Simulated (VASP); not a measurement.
Pt: single point with PBEsol

Pt:

```
Pt
1.0
     0.00000    1.95959    1.95959
     1.95959    0.00000    1.95959
     1.95959    1.95959    0.00000
Pt
1
Direct
  0.00000 0.00000 0.00000
```

```json
{
 "Program": "VASP 6.6.1",
 "Task": "single point",
 "Functional": "PBEsol",
 "Potentials or basis": "VASP PAW PBE potentials, release 64 (Pt)",
 "Cutoff": "520 eV",
 "k mesh": "18 × 18 × 18",
 "Occupations": "fermi-dirac, width 0.08 eV",
 "Spin": "no spin polarisation",
 "Dipole correction": "no",
 "Further INCAR settings": "ALGO = Normal; EDIFF = 1e-07; NBANDS = 11"
}
```

```json
{"Pressure": "-0.4 GPa", "Band gap on the k mesh": "zero (band 5 reaches 11.63 eV, above the bottom of band 6 at 9.40 eV)"}
```

Levels at points of the mesh, in eV from the Fermi level:
| k point | band 1 | band 2 | band 3 | band 4 | band 5 | band 6 | band 7 | band 8 | band 9 | band 10 |
| --- | --- | --- | --- | --- | --- | --- | --- | --- | --- | --- |
| (0.00, 0.00, 0.00) | -10.32 | -3.82 | -3.82 | -3.82 | -1.64 | -1.64 | 14.61 | 19.58 | 19.58 | 19.58 |
| (0.50, 0.00, 0.00) | -7.40 | -3.88 | -3.88 | -0.56 | 0.04 | 0.04 | 5.81 | 14.17 | 18.95 | 18.95 |
| (0.50, 0.50, 0.00) | -7.14 | -6.67 | 0.01 | 0.49 | 0.49 | 1.70 | 8.85 | 11.34 | 11.34 | 20.11 |

Wall time 18 s on 1 thread of Intel(R) Xeon(R) Platinum 8488C (Sapphire Rapids) (shared host), peak memory 0.16 GiB.

Caveat: the PAW data sets were made with another functional, which shifts forces and pressure a little; spin-orbit coupling is left out, which moves the levels of the heavy elements.
